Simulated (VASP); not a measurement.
A run of VASP 6.6.1 is set up as follows.

The input INCAR:

```
ALGO = Normal
EDIFF = 1E-6
ENCUT = 500
GGA = PS
GGA_COMPAT = False
ISIF = 2
ISMEAR = 0
IVDW = 13
LASPH = True
LCHARG = False
LREAL = False
LWAVE = False
NBANDS = 11
NELM = 120
PREC = Accurate
SIGMA = 0.01
```

KPOINTS

```
k-points
0
Gamma
  6 6 6
```

Contents of POSCAR:

```
AlP
1.0
    0.0000000000      2.7392607939      2.7392607939
    2.7392607939      0.0000000000      2.7392607939
    2.7392607939      2.7392607939      0.0000000000
Al P
1 1
Direct
    0.0000000000      0.0000000000      0.0000000000
    0.2500000000      0.2500000000      0.2500000000
```

Potentials or basis: VASP PAW PBE potentials, release 64 (Al, P).

Command:

```sh
$ cat potpaw_PBE.64/Al/POTCAR potpaw_PBE.64/P/POTCAR > POTCAR
$ mpirun -np 1 vasp_std > vasp.out
```

Estimate the dispersion energy per atom.

-0.185 eV.

Estimate the pressure.

-1.7 GPa.

What does it give for the band gap on the k mesh?

1.45 eV (least direct gap 3.12 eV).

Caveat: the PAW data sets were made with another functional, which shifts forces and pressure a little. A k mesh can miss the band edges.
